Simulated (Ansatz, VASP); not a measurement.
# Two plane-wave programs on CdO

File POSCAR:

```
CdO
1.0
    0.0000000000      2.3530040401      2.3530040401
    2.3530040401      0.0000000000      2.3530040401
    2.3530040401      2.3530040401      0.0000000000
Cd O
1 1
Direct
    0.0000000000      0.0000000000      0.0000000000
    0.5000000000      0.5000000000      0.5000000000
```

File INCAR.step1:

```
PREC     = Accurate       # precision mode
ENCUT    = 770            # plane-wave cutoff, eV
ISMEAR   = 1              # smearing method
SIGMA    = 0.5            # smearing width, eV
LREAL    = False          # projectors in reciprocal space
LASPH    = True           # aspherical terms in the spheres
NELM     = 120            # most SCF steps
NBANDS   = 20             # bands
GGA      = PE             # functional
ALGO     = Normal         # electronic algorithm
EDIFF    = 1E-5           # SCF threshold, eV
LWAVE    = True           # write WAVECAR
LCHARG   = False          # write CHGCAR
GGA_COMPAT= False
```

Contents of INCAR.step2:

```
PREC     = Accurate       # precision mode
ENCUT    = 770            # plane-wave cutoff, eV
EDIFF    = 1E-6           # SCF threshold, eV
ISMEAR   = 1              # smearing method
SIGMA    = 0.5            # smearing width, eV
LREAL    = False          # projectors in reciprocal space
LASPH    = True           # aspherical terms in the spheres
NELM     = 120            # most SCF steps
ALGO     = Normal         # electronic algorithm
ISIF     = 2              # what is computed and relaxed
LWAVE    = False          # write WAVECAR
LCHARG   = True           # write CHGCAR
METAGGA  = R2SCAN         # meta-GGA
LMIXTAU  = True         
LELF     = True           # ELF
LVHAR    = True         
NBANDS   = 20             # bands
ISTART   = 1            
GGA_COMPAT= False
```

The input KPOINTS:

```
regular mesh
0
Gamma
  6 6 6
```

Input for Ansatz:

```yaml
crystal:
  lattice:
    - [0.0, 2.3530040401, 2.3530040401]
    - [2.3530040401, 0.0, 2.3530040401]
    - [2.3530040401, 2.3530040401, 0.0]
  atoms:
    - { symbol: Cd, position: [0.0, 0.0, 0.0] }
    - { symbol: O, position: [0.5, 0.5, 0.5] }
kpoints:
  mp_grid: { grid: [6, 6, 6] }
hamiltonian:
  xc: r2scan
scf:
  occupations: { method: methfessel_paxton, width: 0.5 }
  n_extra_bands: 4
output:
  forces: true
  stress: true
  eigenvalues: true
```

Alike in both runs: task single point; functional r2SCAN; k mesh 6 × 6 × 6; occupations methfessel-paxton of order 1, width 0.5 eV; no spin polarisation.

```csv
,VASP,Ansatz
version,VASP 6.6.1,Ansatz 0.2.0
potentials or method,"VASP PAW PBE potentials, release 64 (Cd_sv_GW, O)",plane waves
plane-wave cutoff (eV),770,500
valence electrons in the cell,26,26
```

VASP gave:

* pressure (GPa): -0.4

Problem. What did Ansatz give for the same quantities?

Solution. Pressure (GPa): 0.0.

VASP's potentials were made for PBE, not for r2SCAN.
